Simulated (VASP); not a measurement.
Here is a VASP 6.6.1 calculation.

INCAR

```
  PREC = Accurate
  ENCUT = 520
  EDIFF = 1E-6
  ISMEAR = -1
  SIGMA = 0.05
  LREAL = F
  LASPH = T
  NELM = 60
  ALGO = Normal
  ISIF = 2
  LWAVE = F
  LCHARG = F
  GGA = CA
  NBANDS = 14
```

KPOINTS

```
regular mesh
0
Gamma
  9 9 9
```

Contents of POSCAR:

```
Bi
1.0
   -2.0202919770      2.0202919770      2.0202919770
    2.0202919770     -2.0202919770      2.0202919770
    2.0202919770      2.0202919770     -2.0202919770
Bi
1
Direct
    0.0000000000      0.0000000000      0.0000000000
```

Potentials or basis: VASP PAW LDA potentials, release 64 (Bi_d).

The run is started by

```console
$ cat potpaw_LDA.64/Bi_d/POTCAR > POTCAR
$ mpirun -np 1 vasp_std > vasp.out
```

Question: Estimate the pressure.

Answer: -5.7 GPa.
